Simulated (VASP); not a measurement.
Set up this calculation in VASP 6.6.1, as the native input.

```
Task                   : relaxation of cell and atoms
Functional             : LAK
Potentials or basis    : VASP PAW PBE potentials, release 64 (Se, Zn)
Cutoff                 : 410 eV
k mesh                 : 5 × 5 × 5
Occupations            : gaussian, width 0.03 eV
Spin                   : no spin polarisation
Tolerance level        : screening
Purpose                : cell
Passes                 : 2
Further INCAR settings : ALGO = Normal; EDIFF = 1e-06
```

ZnSe:

```
Se Zn
1.0
     0.00000    2.92528    2.92528
     2.92528    0.00000    2.92528
     2.92528    2.92528    0.00000
Se Zn
1 1
Direct
  0.75000 0.75000 0.75000
  0.00000 0.00000 0.00000
```

These files were run (other wordings do the same):

POSCAR

```
ZnSe
1.0
    0.0000000000      2.9252753912      2.9252753912
    2.9252753912      0.0000000000      2.9252753912
    2.9252753912      2.9252753912      0.0000000000
Se Zn
1 1
Direct
    0.7500000000      0.7500000000      0.7500000000
    0.0000000000      0.0000000000      0.0000000000
```

INCAR.step1

```
SYSTEM = ZnSe
METAGGA  = LAK            ! meta-GGA
ISMEAR   = 0              ! smearing method
SIGMA    = 0.03           ! smearing width, eV
LWAVE    = .False.        ! write WAVECAR
LCHARG   = .False.        ! write CHGCAR
NSW      = 80             ! ionic steps
PREC     = Accurate       ! precision mode
LASPH    = .True.         ! aspherical terms in the spheres
LREAL    = .False.        ! projectors in reciprocal space
ALGO     = Normal         ! electronic algorithm
EDIFF    = 1E-6           ! SCF threshold, eV
NELM     = 120            ! most SCF steps
GGA_COMPAT= .False.      
IBRION   = 2              ! ionic algorithm
ISIF     = 3              ! what is computed and relaxed
EDIFFG   = -0.005         ! ionic threshold
NELMIN   = 4            
ENCUT    = 410            ! plane-wave cutoff, eV
EFERMI   = MIDGAP       
LMIXTAU  = .True.       
KPAR     = 2            
POTIM    = 0.5            ! step
```

INCAR.step3

```
SYSTEM = ZnSe
METAGGA  = LAK            ! meta-GGA
ISMEAR   = 0              ! smearing method
SIGMA    = 0.03           ! smearing width, eV
LWAVE    = .False.        ! write WAVECAR
LCHARG   = .False.        ! write CHGCAR
PREC     = Accurate       ! precision mode
LASPH    = .True.         ! aspherical terms in the spheres
LREAL    = .False.        ! projectors in reciprocal space
ALGO     = Normal         ! electronic algorithm
EDIFF    = 1E-6           ! SCF threshold, eV
NELM     = 120            ! most SCF steps
GGA_COMPAT= .False.      
ISIF     = 2              ! what is computed and relaxed
ENCUT    = 410            ! plane-wave cutoff, eV
EFERMI   = MIDGAP       
LMIXTAU  = .True.       
KPAR     = 2
```

KPOINTS

```
Automatic mesh
0
Gamma
  5 5 5
  0 0 0
```

Potentials or basis: VASP PAW PBE potentials, release 64 (Se, Zn).

The run is started by

```bash
$ cat potpaw_PBE.64/Se/POTCAR potpaw_PBE.64/Zn/POTCAR > POTCAR
$ cp INCAR.step1 INCAR
$ cp POSCAR.step1 POSCAR
$ mpirun -np 2 vasp_std > vasp.out
$ cp CONTCAR POSCAR
$ mpirun -np 2 vasp_std > vasp.out
$ cp CONTCAR POSCAR
$ cp INCAR.step3 INCAR
$ mpirun -np 2 vasp_std > vasp.out
```

Results of the run:

```
Relaxed volume                        : 23.80 Å³/atom
Relaxed cell                          : a = 4.068 Å, b = 4.068 Å, c = 4.068 Å, α = 60.00°, β = 60.00°, γ = 60.00°
Space group after relaxing (to 0.1 Å) : F-43m (No. 216)
Energy gained by relaxing             : 12.1 meV/atom
Ionic steps                           : 25
Pressure after relaxing               : 0.3 GPa
Band gap on the k mesh                : 2.12 eV
```

Caveat: the PAW data sets were made with another functional, which shifts forces and pressure a little.

It took 3.1 min on 2 MPI ranks on Intel(R) Xeon(R) 6975P-C (Granite Rapids) (shared host), peak memory 0.15 GiB a rank.
